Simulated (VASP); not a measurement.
# HgTe (I-4m2) in VASP: further runs

HgTe is run at these levels: PBE; tasks: single point.

Program: VASP 6.6.1. These are calculated values, not measurements. Logs are shortened: lines on timing, memory, paths and dates and some standing lists are left out, and cuts for length are marked.

## (1) The cell of the first run

Symmetry: I-4m2, No. 119, tetragonal system. Conventional cell: a = 4.820 Å, b = 4.820 Å, c = 6.982 Å, α = 90.00°, β = 90.00°, γ = 90.00°. Within 3.9 Å of Hg (site symmetry -4m2) lie 4 Te at 2.98 Å. Within 3.9 Å of Te (site symmetry -4m2) lie 4 Hg at 2.98 Å.

## (2) Single point, PBE (strain +0.025 along x and y, +0.050 along z)

File INCAR:

```
SYSTEM = HgTe
ALGO = Normal
EDIFF = 1E-7
ENCUT = 520
GGA = PE
ISIF = 2
ISMEAR = 0
LASPH = .True.
LCHARG = .False.
LREAL = .False.
LWAVE = .False.
NBANDS = 16
NELM = 100
PREC = Accurate
SIGMA = 0.15
```

File KPOINTS:

```
k-points
0
Gamma
  16 16 16
  0 0 0
```

File POSCAR:

```
HgTe
1.0
    0.0000000000      3.4079180388      3.4910379909
    3.4079180388      0.0000000000      3.4910379909
    3.4079180388      3.4079180388      0.0000000000
Hg Te
1 1
Direct
    0.0000000000      0.0000000000      0.0000000000
    0.7500000000      0.7500000000      0.7500000000
```

Potentials or basis: VASP PAW PBE potentials, release 64 (Hg, Te).

The run is started by

```sh
cat potpaw_PBE.64/Hg/POTCAR potpaw_PBE.64/Te/POTCAR > POTCAR
mpirun -np 1 vasp_std > vasp.out
```

OUTCAR:

```text
SYSTEM = HgTe
   EDIFF = 1E-7
   ENCUT = 520
   GGA = PE
   ISIF = 2
   ISMEAR = 0
   LASPH = .True.
   LREAL = .False.
   NELM = 100
   PREC = Accurate

 ion  position               nearest neighbor table
   1  0.000  0.000  0.000-   2 2.98   2 2.98   2 2.98   2 2.98
   2  0.750  0.750  0.750-   1 2.98   1 2.98   1 2.98   1 2.98

  LATTYP: Found a body centered tetragonal cell.
 ALAT       =     4.8195239099
 C/A-ratio  =     1.4487065761

  Lattice vectors:

 A1 = (  -3.4079180388,   0.0000000000,   3.4910379909)
 A2 = (   3.4079180388,   0.0000000000,   3.4910379909)
 A3 = (   0.0000000000,   3.4079180388,  -3.4910379909)

Analysis of symmetry for initial positions (statically):
=====================================================================
 Subroutine PRICEL returns:
 Original cell was already a primitive cell.

 Routine SETGRP: Setting up the symmetry group for a
 body centered tetragonal supercell.

 Subroutine GETGRP returns: Found  8 space group operations
 (whereof  8 operations were pure point group operations)
 out of a pool of 16 trial point group operations.

The static configuration has the point symmetry D_2d.

Analysis of symmetry for dynamics (positions and initial velocities):
=====================================================================
 Subroutine PRICEL returns:
 Original cell was already a primitive cell.

 Routine SETGRP: Setting up the symmetry group for a
 body centered tetragonal supercell.

 Subroutine GETGRP returns: Found  8 space group operations
 (whereof  8 operations were pure point group operations)
 out of a pool of 16 trial point group operations.

The dynamic configuration has the point symmetry D_2d.

 Subroutine INISYM returns: Found  8 space group operations
 (whereof  8 operations are pure point group operations),
 and found     1 'primitive' translations

----------------------------------------------------------------------------------------

                                     Primitive cell

  volume of cell :      81.0892

  direct lattice vectors                    reciprocal lattice vectors
     0.000000000  3.407918039  3.491037991    -0.146717144  0.146717144  0.143223878
     3.407918039  0.000000000  3.491037991     0.146717144 -0.146717144  0.143223878
     3.407918039  3.407918039  0.000000000     0.146717144  0.146717144 -0.143223878

  length of vectors
     4.878652643  4.878652643  4.819523910     0.252120843  0.252120843  0.252120843

  position of ions in fractional coordinates (direct lattice)
     0.000000000  0.000000000  0.000000000
     0.750000000  0.750000000  0.750000000

  ion indices of the primitive-cell ions
   primitive index   ion index
                 1           1
                 2           2

----------------------------------------------------------------------------------------

 KPOINTS: k-points

Automatic generation of k-mesh.
 Grid dimensions read from file:
 generate k-points for:   16   16   16

 Generating k-lattice:

  Cartesian coordinates                     Fractional coordinates (reciprocal lattice)
    -0.009169821  0.009169821  0.008951492     0.062500000  0.000000000  0.000000000
     0.009169821 -0.009169821  0.008951492     0.000000000  0.062500000  0.000000000
     0.009169821  0.009169821 -0.008951492    -0.000000000 -0.000000000  0.062500000

  Length of vectors
     0.015757553  0.015757553  0.015757553

  Shift w.r.t. Gamma in fractional coordinates (k-lattice)
     0.000000000  0.000000000  0.000000000

 Subroutine IBZKPT returns following result:
 ===========================================

 Found    349 irreducible k-points:

 Following reciprocal coordinates:
            Coordinates               Weight
  0.000000  0.000000  0.000000      1.000000
  0.062500  0.000000  0.000000      8.000000
  0.125000  0.000000  0.000000      8.000000
  0.187500 -0.000000  0.000000      8.000000
  0.250000  0.000000  0.000000      8.000000
  0.312500  0.000000  0.000000      8.000000
[... 16 lines left out ...]
 -0.125000  0.062500  0.000000      8.000000
 -0.062500  0.062500  0.000000      4.000000
 [... further k-points ...]
   k-points           NKPTS =    349   k-points in BZ     NKDIM =    349   number of bands    NBANDS=     16
   number of dos      NEDOS =    301   number of ions     NIONS =      2
   total plane-waves  NPLWV =  46656
   dimension x,y,z NGX =    36 NGY =   36 NGZ =   36
   dimension x,y,z NGXF=    72 NGYF=   72 NGZF=   72
   ions per type =               1   1
   NGX,Y,Z   is equivalent  to a cutoff of  12.27, 12.27, 12.42 a.u.
   NGXF,Y,Z  is equivalent  to a cutoff of  24.53, 24.53, 24.84 a.u.
 SYSTEM =  HgTe
   PREC   = accura    normal or accurate (medium, high low for compatibility)
   ISTART =      0    job   : 0-new  1-cont  2-samecut
   ICHARG =      2    charge: 1-file 2-atom 10-const
   ISPIN  =      1    spin polarized calculation?
   LNONCOLLINEAR =      F non collinear calculations
   LSORBIT =      F    spin-orbit coupling
   LASPH  =      T    aspherical Exc in radial PAW
   ENCUT  =  520.0 eV  38.22 Ry    6.18 a.u.   9.07  9.07  8.96*2*pi/ulx,y,z
   NELM   =    100;   NELMIN=  2; NELMDL= -5     # of ELM steps
   EDIFF  = 0.1E-06   stopping-criterion for ELM
   LREAL  =      F    real-space projection
   EDIFFG = 0.1E-05   stopping-criterion for IOM
   NSW    =      0    number of steps for IOM
   IBRION =     -1    ionic relax: 0-MD 1-quasi-New 2-CG
   NFREE  =      0    steps in history (QN), initial steepest desc. (CG)
   ISIF   =      2    stress and relaxation
   ISYM   =      2    0-nonsym 1-usesym 2-fastsym
   POTIM  = 0.5000    time-step for ionic-motion
   TEBEG  =    0.0;   TEEND  =   0.0 temperature during run
   PSTRESS=    0.0 pullay stress
   NELECT =      18.0000    total number of electrons
   NUPDOWN=      -1.0000    fix difference up-down
   EMIN   =  10.00;   EMAX   =-10.00  energy-range for DOS
   EFERMI =   0.00;   METHOD = LEGACY
   ISMEAR =     0;   SIGMA  =   0.15  broadening in eV -4-tet -1-fermi 0-gaus
   EFERMI_NEDOS =   21; number of points for ismear=-14 and -15
   IALGO  =     38    algorithm
   IMIX   =      4    mixing-type and parameters
     AMIX     =   0.40;   BMIX     =  1.00
     AMIX_MAG =   1.60;   BMIX_MAG =  1.00
  volume/ion in A,a.u.               =      40.54       273.61
  Fermi-wavevector in a.u.,A,eV,Ry     =   0.991238  1.873169 13.368449  0.982553
  Thomas-Fermi vector in A             =   2.122965
   LORBIT       =      0    0 simple, 1 ext, 2 COOP (PROOUT), +10 PAW based schemes
   GGA     = PE    functional components
   LHFCALC =     F    Hartree Fock is set to
   AEXX    =    0.0000 exact exchange contribution
   IVDW    =     0    specifies the selected vdW correction
   LEPSILON=     F    determine dielectric tensor
   LRPA    =     F    only Hartree local field effects (RPA)
 non-spin polarized calculation
 Gauss-broadening in eV      SIGMA  =   0.15
  energy-cutoff  :      520.00
  volume of cell :       81.09
 maximum number of plane-waves:      2204
   NGX = 19   NGY = 19   NGZ = 17

 number of electron      18.0000002 magnetization

 Free energy of the ion-electron system (eV)
  ---------------------------------------------------
  ext. energy  EPLUGINS =         0.00000000
  ---------------------------------------------------
  free energy    TOTEN  =        -3.58597991 eV

  energy without entropy =       -3.58538702  energy(sigma->0) =       -3.58568347

 E-fermi :   1.4793     XC(G=0):  -7.9318

 val. band max:        1.3798612842   @ k =   0.0000   0.0000   0.0000
 cond. band min:       1.5341961574   @ k =   0.0625   0.0000   0.0000
 fundamental gap:      0.1543348732
 Fermi energy:         1.4792696658

 k-point     1 :       0.0000    0.0000    0.0000
  band No.  band energies     occupation
      1      -9.5062      2.00000
      2      -5.1007      2.00000
      3      -5.0963      2.00000
      4      -5.0963      2.00000
      5      -4.7667      2.00000
      6      -4.7582      2.00000
[... 8 lines left out ...]
     15      10.4904      0.00000
     16      10.7782      0.00000

 k-point     2 :       0.0625    0.0000    0.0000
  band No.  band energies     occupation
      1      -9.4930      2.00000
      2      -5.0966      2.00000
      3      -5.0926      2.00000
      4      -5.0897      2.00000
      5      -4.7668      2.00000
      6      -4.7586      2.00000
[... 8 lines left out ...]
     15      10.2474      0.00000
     16      10.4986      0.00000

 k-point     3 :       0.1250    0.0000    0.0000
  band No.  band energies     occupation
      1      -9.4552      2.00000
      2      -5.0862      2.00000
      3      -5.0824      2.00000
      4      -5.0674      2.00000
      5      -4.7670      2.00000
      6      -4.7596      2.00000
[... 8 lines left out ...]
     15       9.9428      0.00000
     16      10.1428      0.00000

 k-point     4 :       0.1875   -0.0000    0.0000
  band No.  band energies     occupation
      1      -9.3975      2.00000
      2      -5.0716      2.00000
      3      -5.0676      2.00000
      4      -5.0249      2.00000
      5      -4.7664      2.00000
      6      -4.7604      2.00000
[... 8 lines left out ...]
     15       9.7831      0.00000
     16       9.9157      0.00000
[... 324 lines left out ...]
 k-point    22 :      -0.1875    0.0625    0.0000
  band No.  band energies     occupation
      1      -9.3646      2.00000
      2      -5.0630      2.00000
      3      -5.0586      2.00000
      4      -5.0004      2.00000
      5      -4.7656      2.00000
      6      -4.7593      2.00000
[... 8 lines left out ...]
     15       9.5852      0.00000
     16      10.0322      0.00000

 k-point    23 :      -0.1250    0.0625    0.0000
  band No.  band energies     occupation
      1      -9.4266      2.00000
      2      -5.0781      2.00000
      3      -5.0748      2.00000
      4      -5.0501      2.00000
      5      -4.7638      2.00000
      6      -4.7626      2.00000
[... 8 lines left out ...]
     15       9.7570      0.00000
     16      10.0556      0.00000

 k-point    24 :      -0.0625    0.0625    0.0000
  band No.  band energies     occupation
      1      -9.4713      2.00000
      2      -5.0886      2.00000
      3      -5.0886      2.00000
      4      -5.0781      2.00000
      5      -4.7648      2.00000
      6      -4.7611      2.00000
[... 8 lines left out ...]
     15      10.0793      0.00000
     16      10.2631      0.00000

 [... further k-points ...]
[... 5 lines left out ...]
  --------------------------------------------------------------------------------------
  -------------------------------------------------------------------------------------
  Total       -1.2338723     -1.2338723     -1.4343313      0.0000000      0.0000000      0.0000000
  in kB      -24.3791150    -24.3791150    -28.3398285      0.0000000      0.0000000      0.0000000
  external PRESSURE =     -25.6993528 kB  Pullay stress =       0.0000000 kB

 VOLUME and BASIS-vectors are now :
 -----------------------------------------------------------------------------
  energy-cutoff  :      520.00
  volume of cell :       81.09
      direct lattice vectors                 reciprocal lattice vectors
     0.000000000  3.407918039  3.491037991    -0.146717144  0.146717144  0.143223878
     3.407918039  0.000000000  3.491037991     0.146717144 -0.146717144  0.143223878
     3.407918039  3.407918039  0.000000000     0.146717144  0.146717144 -0.143223878

 POSITION                                       TOTAL-FORCE (eV/Angst)
 -----------------------------------------------------------------------------------
      0.00000      0.00000      0.00000        -0.000000     -0.000000      0.000000
      5.11188      5.11188      5.23656         0.000000      0.000000      0.000000
 -----------------------------------------------------------------------------------
    total drift:                               -0.000000     -0.000000      0.000000

  FREE ENERGIE OF THE ION-ELECTRON SYSTEM (eV)
  ---------------------------------------------------
  free  energy   TOTEN  =        -3.5859799120 eV

  energy  without entropy=       -3.5853870226  energy(sigma->0) =       -3.58568347
```

It took 7.9 min on 1 thread of Intel Xeon 8259CL, shared host; peak memory 0.58 GiB.

What came out:

| Quantity | Value |
| --- | --- |
| Free energy | -3.5860 eV |
| Pressure | -2.6 GPa |
| Band gap on the k mesh | zero (filled and empty bands touch) |

Caveat: the cell differs from its parent crystal (strain +0.025 along x and y, +0.050 along z); semilocal functionals underestimate gaps, and a narrow one can read as zero; spin-orbit coupling is left out, which moves the levels of the heavy elements.

## (3) Single point, PBE (strain +0.050 along x and y, +0.025 along z)

File INCAR:

```
SYSTEM = HgTe
PREC = Accurate
ENCUT = 520
EDIFF = 1E-6
ISMEAR = 0
SIGMA = 0.15
LREAL = .False.
LASPH = .True.
NELM = 100
ALGO = Normal
ISIF = 2
LWAVE = .False.
LCHARG = .False.
GGA = PE
NBANDS = 16
```

File KPOINTS:

```
regular mesh
0
Gamma
  16 16 16
  0 0 0
```

File POSCAR:

```
HgTe
1.0
    0.0000000000      3.4910379909      3.4079180388
    3.4910379909      0.0000000000      3.4079180388
    3.4910379909      3.4910379909      0.0000000000
Hg Te
1 1
Direct
    0.0000000000      0.0000000000      0.0000000000
    0.7500000000      0.7500000000      0.7500000000
```

Potentials or basis: VASP PAW PBE potentials, release 64 (Hg, Te).

The run is started by

```sh
cat potpaw_PBE.64/Hg/POTCAR potpaw_PBE.64/Te/POTCAR > POTCAR
mpirun -np 1 vasp_std > vasp.out
```

Wall time 7.4 min (1 thread of Intel Xeon 8259CL, shared host); peak memory 0.6 GiB.

The run converged. Its results:

| Quantity | Value |
| --- | --- |
| Free energy | -3.5519 eV |
| Pressure | -3.0 GPa |
| Band gap on the k mesh | 0.05 eV (least direct gap 0.06 eV) |

Stress tensor (GPa, compression positive):
```
-3.14  0.00  0.00
 0.00 -3.14  0.00
 0.00  0.00 -2.76
```

Levels at points of the mesh, in eV from the valence-band top:
```
           k point  band 7  band 8  band 9  band 10  band 11  band 12
(0.00, 0.00, 0.00)   -1.16   -0.01   -0.01     0.05     4.54     4.55
(0.50, 0.00, 0.00)   -4.28   -0.67   -0.59     0.69     5.14     5.24
(0.50, 0.50, 0.00)   -4.33   -1.55   -1.55     1.77     2.95     7.66
(0.50, 0.00, 0.50)   -4.41   -1.49   -1.45     1.90     3.01     7.54
```

Caveat: the cell differs from its parent crystal (strain +0.050 along x and y, +0.025 along z); the cell stands under tension; the smearing spreads over this small gap; spin-orbit coupling is left out, which moves the levels of the heavy elements. A k mesh can miss the band edges.

## (4) Single point, PBE (strain +0.000 along x and y, +0.025 along z)

File INCAR:

```
SYSTEM = HgTe
ALGO = Normal
EDIFF = 1E-6
ENCUT = 520
GGA = PE
ISIF = 2
ISMEAR = 0
LASPH = .TRUE.
LCHARG = .FALSE.
LREAL = .FALSE.
LWAVE = .FALSE.
NBANDS = 16
NELM = 100
PREC = Accurate
SIGMA = 0.15
```

File KPOINTS:

```
k-points
0
G
  16 16 16
  0 0 0
```

File POSCAR:

```
HgTe
1.0
    0.0000000000      3.3247980866      3.4079180388
    3.3247980866      0.0000000000      3.4079180388
    3.3247980866      3.3247980866      0.0000000000
Hg Te
1 1
Direct
    0.0000000000      0.0000000000      0.0000000000
    0.7500000000      0.7500000000      0.7500000000
```

The run is started by

```sh
cat potpaw_PBE.64/Hg/POTCAR potpaw_PBE.64/Te/POTCAR > POTCAR
mpirun -np 1 vasp_std > vasp.out
```

It took 8.2 min on 1 thread of Intel Xeon 8259CL, shared host; peak memory 0.55 GiB.

Results (log left out):

| Item | Value |
| --- | --- |
| Free energy | -3.6469 eV |
| Pressure | -0.7 GPa |
| Band gap on the k mesh | zero (filled and empty bands touch) |

Stress tensor (GPa, compression positive):
```
-0.61  0.00  0.00
 0.00 -0.61  0.00
 0.00  0.00 -1.01
```

Levels at points of the mesh, in eV from the Fermi level:
```csv
k point,band 6,band 7,band 8,band 9,band 10,band 11,band 12,band 13
"(0.00, 0.00, 0.00)",-6.49,-1.11,-0.18,-0.10,-0.10,4.28,4.28,4.29
"(0.50, 0.00, 0.00)",-6.26,-4.94,-0.97,-0.87,0.57,4.94,5.06,6.63
"(0.50, 0.50, 0.00)",-6.18,-5.06,-1.91,-1.91,1.88,2.70,7.62,8.28
"(0.50, 0.00, 0.50)",-6.14,-4.95,-2.02,-1.97,1.72,2.61,7.76,8.21
```

Caveat: the cell differs from its parent crystal (strain +0.000 along x and y, +0.025 along z); semilocal functionals underestimate gaps, and a narrow one can read as zero; spin-orbit coupling is left out, which moves the levels of the heavy elements.

## (5) The runs side by side

```tsv
cell	gap on the mesh (eV)	pressure (GPa)
a = 4.879, b = 4.879, c = 4.820 Å, angles 60.4, 60.4, 59.2°, 2 atoms	none	-2.6
a = 4.879, b = 4.879, c = 4.937 Å, angles 59.6, 59.6, 60.8°, 2 atoms	0.05	-3.0
a = 4.761, b = 4.761, c = 4.702 Å, angles 60.4, 60.4, 59.2°, 2 atoms	none	-0.7
```

Alike in all rows: task single point; level PBE; potentials or basis VASP PAW PBE potentials, release 64 (Hg, Te); no spin polarisation; k mesh 16 × 16 × 16; cutoff (eV) 520; smearing gaussian 0.15 eV.

Caveats: spin-orbit coupling is left out, which moves the levels of the heavy elements; semilocal functionals underestimate gaps, and a narrow one can read as zero (at least some runs); the cell stands under tension (at least some runs); the smearing spreads over this small gap (at least some runs).

Absolute energies hang on the potentials; compare differences alone.

The gap in the log of VASP goes by the Fermi energy; the results here count the filled bands.